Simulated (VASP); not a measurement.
SrO (v.bA): single point with PBE

Crystal: SrO (v.bA).

```
Sr O
1.0
     0.00000    2.59754    2.59754
     2.59754    0.00000    2.59754
     2.59754    2.59754    0.00000
Sr O
1 1
Direct
  0.00000 0.00000 0.00000
  0.50000 0.50000 0.50000
```

```
Program             : VASP 6.6.1
Task                : single point
Functional          : PBE
Potentials or basis : VASP PAW PBE potentials, release 64 (Sr_sv, O)
Cutoff              : 600 eV
k mesh              : 8 × 8 × 8
Occupations         : gaussian, width 0.02 eV
Spin                : no spin polarisation
```

* Pressure: 0.4 GPa
* Band gap on the k mesh: 3.28 eV, indirect (least direct gap 3.39 eV)

Levels at points of the mesh, in eV from the valence-band top:
```tsv
k point	band 5	band 6	band 7	band 8	band 9	band 10	band 11	band 12
(0.00, 0.00, 0.00)	-14.17	0.00	0.00	0.00	3.77	6.14	6.14	6.14
(0.50, 0.00, 0.00)	-12.99	-2.11	-1.08	-1.08	6.42	8.21	8.67	8.67
(0.50, 0.50, 0.00)	-14.50	-0.48	-0.11	-0.11	3.28	7.57	9.97	10.11
```

Run time: 10 s on 1 thread of Intel(R) Xeon(R) 6975P-C (Granite Rapids), with other jobs on the host, peak memory 0.17 GiB.

A k mesh can miss the band edges. As with any semilocal functional, this PBE gap is likely too small.
